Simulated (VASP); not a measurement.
# Mo3Ru (P-6m2) in VASP: further runs, part 2 of 2

VASP 6.6.1.

## Step 3: Single point, PBE

This run uses another cell than the first one, of 16.84 Å³/atom.

Input file INCAR:

```
PREC = Accurate ; ENCUT = 520
EDIFF = 1E-6 ; ISMEAR = 0
SIGMA = 0.1 ; LREAL = F
LASPH = T ; NELM = 100
ALGO = Normal ; ISIF = 2
LWAVE = F ; LCHARG = T
GGA = PE ; LELF = T
LVHAR = T ; NBANDS = 36
```

Input file KPOINTS:

```
regular mesh
0
Gamma
  6 6 4
```

Input file POSCAR:

```
Mo3Ru
1.0
    3.2371139500      0.0000000000      0.0000000000
   -1.6185569700      2.8034229100      0.0000000000
    0.0000000000      0.0000000000      7.4205013400
Mo Ru
3 1
Direct
    0.3333333300      0.6666666700      0.7500000000
    0.3333333300      0.6666666700      0.2500000000
    0.6666666700      0.3333333300      0.0000000000
    0.6666666700      0.3333333300      0.5000000000
```

Potentials or basis: VASP PAW PBE potentials, release 64 (Mo_sv, Ru_pv).

Run with:

```console
$ cat potpaw_PBE.64/Mo_sv/POTCAR potpaw_PBE.64/Ru_pv/POTCAR > POTCAR
$ mpirun -np 1 vasp_std > vasp.out
```

OUTCAR:

```text
PREC = Accurate
   ENCUT = 520
   EDIFF = 1E-6
   ISMEAR = 0
   LREAL = F
   LASPH = T
   NELM = 100
   ISIF = 2
   GGA = PE

 ion  position               nearest neighbor table
   1  0.333  0.667  0.750-   3 2.63   4 2.63   3 2.63   4 2.63   3 2.63   4 2.63
   2  0.333  0.667  0.250-   3 2.63   4 2.63   3 2.63   4 2.63   3 2.63   4 2.63
   3  0.667  0.333  0.000-   1 2.63   2 2.63   1 2.63   2 2.63   1 2.63   2 2.63
   4  0.667  0.333  0.500-   1 2.63   2 2.63   1 2.63   2 2.63   1 2.63   2 2.63

  LATTYP: Found a hexagonal cell.
 ALAT       =     3.2371139500
 C/A-ratio  =     2.2923200896

  Lattice vectors:

 A1 = (   3.2371139500,   0.0000000000,   0.0000000000)
 A2 = (  -1.6185569700,   2.8034229100,   0.0000000000)
 A3 = (   0.0000000000,   0.0000000000,   7.4205013400)

Analysis of symmetry for initial positions (statically):
=====================================================================
 Subroutine PRICEL returns:
 Original cell was already a primitive cell.

 Routine SETGRP: Setting up the symmetry group for a
 hexagonal supercell.

 Subroutine GETGRP returns: Found 12 space group operations
 (whereof 12 operations were pure point group operations)
 out of a pool of 24 trial point group operations.

The static configuration has the point symmetry D_3h.

Analysis of symmetry for dynamics (positions and initial velocities):
=====================================================================
 Subroutine PRICEL returns:
 Original cell was already a primitive cell.

 Routine SETGRP: Setting up the symmetry group for a
 hexagonal supercell.

 Subroutine GETGRP returns: Found 12 space group operations
 (whereof 12 operations were pure point group operations)
 out of a pool of 24 trial point group operations.

The dynamic configuration has the point symmetry D_3h.

[... 114 lines left out ...]
   EFERMI_NEDOS =   21; number of points for ismear=-14 and -15
   IALGO  =     38    algorithm
   IMIX   =      4    mixing-type and parameters
     AMIX     =   0.40;   BMIX     =  1.00
     AMIX_MAG =   1.60;   BMIX_MAG =  1.00
  volume/ion in A,a.u.               =      16.84       113.61
  Fermi-wavevector in a.u.,A,eV,Ry     =   1.539492  2.909219 32.246310  2.370037
  Thomas-Fermi vector in A             =   2.645713
   LORBIT       =      0    0 simple, 1 ext, 2 COOP (PROOUT), +10 PAW based schemes
   GGA     = PE    functional components
   LHFCALC =     F    Hartree Fock is set to
   AEXX    =    0.0000 exact exchange contribution
   IVDW    =     0    specifies the selected vdW correction
   LEPSILON=     F    determine dielectric tensor
   LRPA    =     F    only Hartree local field effects (RPA)
 non-spin polarized calculation
 Gauss-broadening in eV      SIGMA  =   0.10
  energy-cutoff  :      520.00
  volume of cell :       67.34
 maximum number of plane-waves:      1836
   NGX = 13   NGY = 13   NGZ = 27

 number of electron      55.9999994 magnetization

 Free energy of the ion-electron system (eV)
  ---------------------------------------------------
  ext. energy  EPLUGINS =         0.00000000
  ---------------------------------------------------
  free energy    TOTEN  =       -39.45053719 eV

  energy without entropy =      -39.42049034  energy(sigma->0) =      -39.43551376

 E-fermi :  10.8896     XC(G=0): -12.8357

 val. band max:       10.8806764766   @ k =   0.3333   0.3333   0.0000
 cond. band min:      10.8963027522   @ k =   0.3333   0.1667   0.0000
 fundamental gap:      0.0156262757
 Fermi energy:        10.8895575601

 k-point     1 :       0.0000    0.0000    0.0000
  band No.  band energies     occupation
      1     -50.1417      2.00000
      2     -50.0487      2.00000
      3     -49.7161      2.00000
      4     -31.8587      2.00000
      5     -31.5580      2.00000
      6     -31.5580      2.00000
[... 808 lines left out ...]
     35      13.3843      0.00000
     36      15.7868      0.00000

------------------------ aborting loop because EDIFF is reached ----------------------------------------

  FORCE on cell =-STRESS in cart. coord.  units (eV):
  Direction    XX          YY          ZZ          XY          YZ          ZX
  --------------------------------------------------------------------------------------
  -------------------------------------------------------------------------------------
  Total       -5.1754527     -5.1754527      2.6317062     -0.0000000      0.0000000      0.0000000
  in kB     -123.1343087   -123.1343082     62.6135213     -0.0000002      0.0000000      0.0000000
  external PRESSURE =     -61.2183652 kB  Pullay stress =       0.0000000 kB

 VOLUME and BASIS-vectors are now :
 -----------------------------------------------------------------------------
  energy-cutoff  :      520.00
  volume of cell :       67.34
      direct lattice vectors                 reciprocal lattice vectors
     3.237113950  0.000000000  0.000000000     0.308917145  0.178353397  0.000000000
    -1.618556970  2.803422910  0.000000000     0.000000000  0.356706795  0.000000000
     0.000000000  0.000000000  7.420501340     0.000000000  0.000000000  0.134761784

 POSITION                                       TOTAL-FORCE (eV/Angst)
 -----------------------------------------------------------------------------------
     -0.00000      1.86895      5.56538         0.000000     -0.000000      0.104981
     -0.00000      1.86895      1.85513         0.000000     -0.000000     -0.104981
      1.61856      0.93447      0.00000        -0.000000      0.000000      0.000000
      1.61856      0.93447      3.71025        -0.000000      0.000000      0.000000
 -----------------------------------------------------------------------------------
    total drift:                                0.000012     -0.000007      0.000000

  FREE ENERGIE OF THE ION-ELECTRON SYSTEM (eV)
  ---------------------------------------------------
  free  energy   TOTEN  =       -39.4505371871 eV

  energy  without entropy=      -39.4204903390  energy(sigma->0) =      -39.43551376
```

OSZICAR:

```text
N       E                     dE             d eps       ncg     rms          rms(c)
DAV:   1     0.700147203066E+03    0.70015E+03   -0.35332E+04  1512   0.164E+03
DAV:   2    -0.170766064795E+02   -0.71722E+03   -0.70226E+03  1612   0.526E+02
DAV:   3    -0.410331900019E+02   -0.23957E+02   -0.23145E+02  1880   0.945E+01
DAV:   4    -0.414869035589E+02   -0.45371E+00   -0.44994E+00  1760   0.114E+01
DAV:   5    -0.414953834186E+02   -0.84799E-02   -0.84714E-02  1780   0.145E+00    0.234E+01
DAV:   6    -0.400546866741E+02    0.14407E+01   -0.79074E+00  1868   0.185E+01    0.841E+00
DAV:   7    -0.412577084143E+02   -0.12030E+01   -0.16344E+01  1792   0.186E+01    0.101E+01
DAV:   8    -0.395494275723E+02    0.17083E+01   -0.10478E+01  1916   0.144E+01    0.331E+00
DAV:   9    -0.394642780751E+02    0.85149E-01   -0.83487E-01  1836   0.505E+00    0.140E+00
DAV:  10    -0.394514427851E+02    0.12835E-01   -0.69597E-02  1836   0.180E+00    0.725E-01
DAV:  11    -0.394505771531E+02    0.86563E-03   -0.60611E-03  1828   0.540E-01    0.136E-01
DAV:  12    -0.394505319499E+02    0.45203E-04   -0.83709E-04  1712   0.179E-01    0.466E-02
DAV:  13    -0.394505359668E+02   -0.40169E-05   -0.75262E-05  1916   0.502E-02    0.170E-02
DAV:  14    -0.394505370889E+02   -0.11221E-05   -0.48672E-06  1488   0.167E-02    0.451E-03
DAV:  15    -0.394505371871E+02   -0.98243E-07   -0.31036E-07   960   0.464E-03
   1 F= -.39450537E+02 E0= -.39435514E+02  d E =-.300468E-01
```

Run time: 23 s. Hardware: 1 thread of Intel Xeon 6975P-C (Granite Rapids), shared host; peak memory 0.19 GiB.

Results:

| Property | Result |
| --- | --- |
| Free energy | -39.4505 eV |
| Pressure | -6.1 GPa |
| Largest force | 0.105 eV/Å |
| Band gap on the k mesh | zero (bands 28 and 29 overlap by 1.33 eV) |

Forces on the atoms (eV/Å):
```
Mo   0.000  0.000  0.105
Mo   0.000  0.000 -0.105
Mo   0.000  0.000  0.000
Ru   0.000  0.000  0.000
```

Stress tensor (GPa, compression positive):
```
-12.31   0.00   0.00
  0.00 -12.31   0.00
  0.00   0.00   6.26
```

Levels at points of the mesh, in eV from the Fermi level:
| k point | band 25 | band 26 | band 27 | band 28 | band 29 | band 30 | band 31 | band 32 |
| --- | --- | --- | --- | --- | --- | --- | --- | --- |
| (0.00, 0.00, 0.00) | -1.80 | -1.75 | -1.75 | -0.33 | -0.33 | -0.13 | 0.84 | 1.66 |
| (0.50, 0.00, 0.00) | -1.15 | -0.90 | 0.26 | 0.50 | 0.84 | 1.39 | 1.53 | 1.67 |
| (0.00, 0.00, 0.50) | -1.72 | -1.51 | -1.51 | 0.32 | 0.32 | 0.45 | 0.54 | 0.54 |
| (0.50, 0.00, 0.50) | -1.89 | -0.15 | 0.23 | 0.79 | 1.11 | 1.28 | 1.39 | 1.90 |

Caveat: the k points lie up to 0.37 Å⁻¹ apart, too coarse for converged energies and pressures of a metal.
